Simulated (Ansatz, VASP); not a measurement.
SiO2 in VASP and in Ansatz

```
Si O
1.0
    -1.20500    1.20500    5.70073
     1.20500   -1.20500    5.70073
     1.20500    1.20500   -5.70073
Si O
1 2
Direct
  0.00000 0.00000 0.00000
  0.59542 0.59542 0.00000
  0.40458 0.40458 0.00000
```

Alike in both runs: functional PBE; k mesh 26 × 26 × 26; occupations gaussian, width 0.1 eV; no spin polarisation.

Ansatz relaxed the structure, and its values are those at the end. VASP's run is a single point on that final structure, the one shown.

```csv
,VASP,Ansatz
version,VASP 6.6.1,Ansatz 0.2.0
potentials or method,"VASP PAW PBE potentials, release 64 (Si, O), cutoff 520 eV","scalar-relativistic, plane waves, PAW"
valence electrons in the cell,16,16
```

|  | VASP | Ansatz | Ansatz less VASP |
| --- | --- | --- | --- |
| pressure (GPa) | 0.5 | 0.0 | -0.54 |
| rms of the force components (eV/Å) | 0.017 | 0.003 | -0.0133 |
